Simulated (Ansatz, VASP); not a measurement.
## Be: VASP beside Ansatz

```
Be
1.0
     2.25447    0.00000    0.00000
    -1.12723    1.95243    0.00000
     0.00000    0.00000    7.17988
Be
4
Direct
  0.00000 0.00000 0.00000
  0.00000 0.00000 0.50000
  0.33333 0.66667 0.25000
  0.66667 0.33333 0.75000
```

Alike in both runs: functional r2SCAN; k mesh 16 × 16 × 5; occupations fermi-dirac, width 0.1 eV; no spin polarisation.

Ansatz relaxed the structure, and its values are those at the end. VASP's run is a single point on that final structure, the one shown.

```csv
,VASP,Ansatz
version,VASP 6.6.1,Ansatz 0.2.0
potentials or method,"VASP PAW PBE potentials, release 64 (Be), cutoff 520 eV","plane waves (500 eV) with PAW, scalar-relativistic"
valence electrons in the cell,8,8
```

Ansatz gave:

```
pressure (GPa) : 0.0
```

Question: Estimate VASP's values.

Answer: Pressure (GPa): 0.2.

VASP's potentials were made for PBE, not for r2SCAN.
